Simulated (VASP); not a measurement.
# SiC in VASP: further runs, part 3 of 3

VASP 6.6.1. The steps go on from the part before.

## 5. Single point, PBEsol

This run uses another cell than the first one, of 11.27 Å³/atom, 1.090 times its volume.

Contents of INCAR:

```
PREC = Accurate
ENCUT = 520
EDIFF = 1E-7
ISMEAR = 0
SIGMA = 0.05
LREAL = False
LASPH = True
NELM = 100
ALGO = Normal
ISIF = 2
LWAVE = False
LCHARG = False
GGA = PS
NBANDS = 11
```

Contents of KPOINTS:

```
regular mesh
0
Gamma
  12 12 12
```

Contents of POSCAR:

```
SiC
1.0
    0.0000000000      2.2418967778      2.2418967778
    2.2418967778      0.0000000000      2.2418967778
    2.2418967778      2.2418967778      0.0000000000
Si C
1 1
Direct
    0.0000000000      0.0000000000      0.0000000000
    0.7500000000      0.7500000000      0.7500000000
```

Potentials or basis: VASP PAW PBE potentials, release 64 (Si, C).

On the command line:

```
cat potpaw_PBE.64/Si/POTCAR potpaw_PBE.64/C/POTCAR > POTCAR
mpirun -np 1 vasp_std > vasp.out
```

OUTCAR:

```text
PREC = Accurate
   ENCUT = 520
   EDIFF = 1E-7
   ISMEAR = 0
   LREAL = False
   LASPH = True
   NELM = 100
   ISIF = 2
   GGA = PS

 ion  position               nearest neighbor table
   1  0.000  0.000  0.000-   2 1.94   2 1.94   2 1.94   2 1.94
   2  0.750  0.750  0.750-   1 1.94   1 1.94   1 1.94   1 1.94

  LATTYP: Found a face centered cubic cell.
 ALAT       =     4.4837935556

  Lattice vectors:

 A1 = (   0.0000000000,   2.2418967778,   2.2418967778)
 A2 = (   2.2418967778,   0.0000000000,   2.2418967778)
 A3 = (   2.2418967778,   2.2418967778,   0.0000000000)

Analysis of symmetry for initial positions (statically):
=====================================================================
 Subroutine PRICEL returns:
 Original cell was already a primitive cell.

 Routine SETGRP: Setting up the symmetry group for a
 face centered cubic supercell.

 Subroutine GETGRP returns: Found 24 space group operations
 (whereof 24 operations were pure point group operations)
 out of a pool of 48 trial point group operations.

The static configuration has the point symmetry T_d .

Analysis of symmetry for dynamics (positions and initial velocities):
=====================================================================
 Subroutine PRICEL returns:
 Original cell was already a primitive cell.

 Routine SETGRP: Setting up the symmetry group for a
 face centered cubic supercell.

 Subroutine GETGRP returns: Found 24 space group operations
 (whereof 24 operations were pure point group operations)
 out of a pool of 48 trial point group operations.

The dynamic configuration has the point symmetry T_d .

 Subroutine INISYM returns: Found 24 space group operations
 (whereof 24 operations are pure point group operations),
 and found     1 'primitive' translations

----------------------------------------------------------------------------------------

                                     Primitive cell
[... 112 lines left out ...]
  volume/ion in A,a.u.               =      11.27        76.04
  Fermi-wavevector in a.u.,A,eV,Ry     =   1.159167  2.190507 18.281704  1.343667
  Thomas-Fermi vector in A             =   2.295762
   LORBIT       =      0    0 simple, 1 ext, 2 COOP (PROOUT), +10 PAW based schemes
   GGA     = PS    functional components
   LHFCALC =     F    Hartree Fock is set to
   AEXX    =    0.0000 exact exchange contribution
   IVDW    =     0    specifies the selected vdW correction
   LEPSILON=     F    determine dielectric tensor
   LRPA    =     F    only Hartree local field effects (RPA)
 non-spin polarized calculation
 Gauss-broadening in eV      SIGMA  =   0.05
  energy-cutoff  :      520.00
  volume of cell :       22.54
 maximum number of plane-waves:       620
   NGX = 11   NGY = 11   NGZ = 11

 number of electron       7.9999999 magnetization

 Free energy of the ion-electron system (eV)
  ---------------------------------------------------
  ext. energy  EPLUGINS =         0.00000000
  ---------------------------------------------------
  free energy    TOTEN  =       -15.81869564 eV

  energy without entropy =      -15.81869564  energy(sigma->0) =      -15.81869564

 E-fermi :   7.4122     XC(G=0): -11.1411

 val. band max:        7.1255203387   @ k =   0.0000   0.0000   0.0000
 cond. band min:       8.4317965051   @ k =   0.5000   0.5000   0.0000
 fundamental gap:      1.3062761664
 Fermi energy:         7.4121650484

 k-point     1 :       0.0000    0.0000    0.0000
  band No.  band energies     occupation
      1      -7.6423      2.00000
      2       7.1255      2.00000
      3       7.1255      2.00000
      4       7.1255      2.00000
      5      12.3303      0.00000
      6      13.8063      0.00000
      7      13.8063      0.00000
      8      13.8063      0.00000
      9      21.0960      0.00000
     10      21.0960      0.00000
     11      22.1112      0.00000
[... 309 lines left out ...]
 k-point    24 :      -0.4167    0.1667    0.0000
  band No.  band energies     occupation
      1      -4.0384      2.00000
      2      -0.5411      2.00000
      3       4.1237      2.00000
      4       5.6586      2.00000
      5      11.8808      0.00000
      6      14.1424      0.00000
      7      15.1515      0.00000
      8      17.4491      0.00000
      9      20.8913      0.00000
     10      21.7339      0.00000
     11      24.1896      0.00000

 [... further k-points ...]
[... 5 lines left out ...]
  --------------------------------------------------------------------------------------
  -------------------------------------------------------------------------------------
  Total       -2.2282295     -2.2282295     -2.2282295      0.0000000      0.0000000     -0.0000000
  in kB     -158.4140407   -158.4140407   -158.4140407      0.0000000      0.0000000     -0.0000000
  external PRESSURE =    -158.4140407 kB  Pullay stress =       0.0000000 kB

 VOLUME and BASIS-vectors are now :
 -----------------------------------------------------------------------------
  energy-cutoff  :      520.00
  volume of cell :       22.54
      direct lattice vectors                 reciprocal lattice vectors
     0.000000000  2.241896778  2.241896778    -0.223025433  0.223025433  0.223025433
     2.241896778  0.000000000  2.241896778     0.223025433 -0.223025433  0.223025433
     2.241896778  2.241896778  0.000000000     0.223025433  0.223025433 -0.223025433

 POSITION                                       TOTAL-FORCE (eV/Angst)
 -----------------------------------------------------------------------------------
      0.00000      0.00000      0.00000        -0.000000     -0.000000     -0.000000
      3.36285      3.36285      3.36285         0.000000      0.000000      0.000000
 -----------------------------------------------------------------------------------
    total drift:                               -0.000000     -0.000000     -0.000000

  FREE ENERGIE OF THE ION-ELECTRON SYSTEM (eV)
  ---------------------------------------------------
  free  energy   TOTEN  =       -15.8186956355 eV

  energy  without entropy=      -15.8186956355  energy(sigma->0) =      -15.81869564
```

OSZICAR:

```text
N       E                     dE             d eps       ncg     rms          rms(c)
DAV:   1     0.269645090255E+01    0.26965E+01   -0.40036E+03  1640   0.616E+02
DAV:   2    -0.167623355393E+02   -0.19459E+02   -0.18344E+02  2024   0.105E+02
DAV:   3    -0.173880240499E+02   -0.62569E+00   -0.62403E+00  1954   0.159E+01
DAV:   4    -0.173906786152E+02   -0.26546E-02   -0.26544E-02  1852   0.129E+00
DAV:   5    -0.173906916541E+02   -0.13039E-04   -0.13039E-04  1932   0.834E-02    0.789E+00
DAV:   6    -0.158755280921E+02    0.15152E+01   -0.58542E+00  1767   0.103E+01    0.349E+00
DAV:   7    -0.158329784495E+02    0.42550E-01   -0.27706E-01  1881   0.304E+00    0.162E+00
DAV:   8    -0.158188720319E+02    0.14106E-01   -0.18751E-02  1827   0.875E-01    0.159E-01
DAV:   9    -0.158186411568E+02    0.23088E-03   -0.18093E-03  2005   0.217E-01    0.106E-01
DAV:  10    -0.158186955270E+02   -0.54370E-04   -0.14653E-04  1815   0.748E-02    0.234E-02
DAV:  11    -0.158186954032E+02    0.12380E-06   -0.19984E-05  1884   0.224E-02    0.567E-03
DAV:  12    -0.158186956264E+02   -0.22324E-06   -0.12233E-06  1866   0.631E-03    0.879E-04
DAV:  13    -0.158186956355E+02   -0.90424E-08   -0.42316E-08  1095   0.130E-03
   1 F= -.15818696E+02 E0= -.15818696E+02  d E =-.260842E-18
```

Run time: 9.3 s. Hardware: 1 thread of AMD EPYC 9R45 (Zen 5), shared host; peak memory 0.11 GiB.

Results:

```
Free energy            : -15.8187 eV
Pressure               : -15.8 GPa
Band gap on the k mesh : 1.31 eV, indirect (least direct gap 4.35 eV)
```

Caveat: the PAW data sets were made with another functional, which shifts forces and pressure a little.

## 6. Single point, PBEsol

This run uses another cell than the first one, of 9.10 Å³/atom, 0.880 times its volume.

Contents of INCAR:

```
SYSTEM = SiC
PREC = Accurate
ENCUT = 520
EDIFF = 1E-6
ISMEAR = 0
SIGMA = 0.05
LREAL = .False.
LASPH = .True.
NELM = 80
ALGO = Normal
ISIF = 2
LWAVE = .False.
LCHARG = .False.
GGA = PS
NBANDS = 11
```

Contents of KPOINTS:

```
regular mesh
0
Gamma
  12 12 12
  0 0 0
```

Contents of POSCAR:

```
SiC
1.0
    0.0000000000      2.0598221726      2.0598221726
    2.0598221726      0.0000000000      2.0598221726
    2.1159866572      2.1159866572     -0.0561644846
Si C
1 1
Direct
    0.0000000000      0.0000000000      0.0000000000
    0.7500000000      0.7500000000      0.7500000000
```

Potentials or basis: VASP PAW PBE potentials, release 64 (Si, C).

On the command line:

```
cat potpaw_PBE.64/Si/POTCAR potpaw_PBE.64/C/POTCAR > POTCAR
mpirun -np 1 vasp_std > vasp.out
```

Wall time 19 s (1 thread of AMD EPYC 9R45 (Zen 5), shared host); peak memory 0.13 GiB.

It converged, with:

* Free energy: -15.6096 eV
* Pressure: 37.3 GPa
* Largest force: 0.666 eV/Å
* Band gap on the k mesh: 0.97 eV, indirect (least direct gap 4.29 eV)

Forces on the atoms (eV/Å):
```
Si   0.385  0.385 -0.385
C   -0.385 -0.385  0.385
```

Stress tensor (GPa, compression positive):
```
37.29 -9.91  9.91
-9.91 37.29  9.91
 9.91  9.91 37.29
```

Levels at points of the mesh, in eV from the valence-band top:
```
           k point  band 2  band 3  band 4  band 5  band 6  band 7
(0.00, 0.00, 0.00)   -0.33    0.00    0.00    6.68    8.33    8.44
(0.50, 0.00, 0.00)   -9.42   -1.31   -1.22    6.17    7.19    7.77
(0.50, 0.50, 0.00)   -8.38   -3.79   -3.32    0.97    4.61   15.23
(0.00, 0.00, 0.50)   -9.54   -0.93   -0.93    7.10    7.96    7.96
```

Caveat: the PAW data sets were made with another functional, which shifts forces and pressure a little. A k mesh can miss the band edges.

## 7. Overview

```csv
cell,gap on the mesh (eV),pressure (GPa)
"a = 3.081 Å, angles 60.0°, 2 atoms",1.23,0.4
"a = 3.141 Å, angles 60.0°, 2 atoms",1.28,-11.2
"a = 3.199 Å, angles 60.0°, 2 atoms",1.33,-19.8
"a = 3.171 Å, angles 60.0°, 2 atoms",1.31,-15.8
"a = 2.913, b = 2.913, c = 2.993 Å, angles 60.9, 60.9, 60.0°, 2 atoms",0.97,37.3
```

Alike in all rows: task single point; level PBEsol; potentials or basis VASP PAW PBE potentials, release 64 (Si, C); no spin polarisation; k mesh 12 × 12 × 12; cutoff (eV) 520; smearing gaussian 0.05 eV.

Caveats: the PAW data sets were made with another functional, which shifts forces and pressure a little.

Total energies depend on the potentials used, so only differences within one code and one set of settings carry meaning.

## 8. Against experiment

Step 2. Against the measured gap of SiC, 2.4 eV (indirect; quoted in “Insight into the structural, elastic and electronic properties of a new orthorhombic 6O-SiC polytype”, 2020, pmc:7200658), the calculated 1.23 eV is off by -1.17 eV. The value is that of PBEsol on a finite k mesh, which can miss the band edges, without temperature or zero-point motion. Semilocal functionals fall short of measured gaps as a rule.
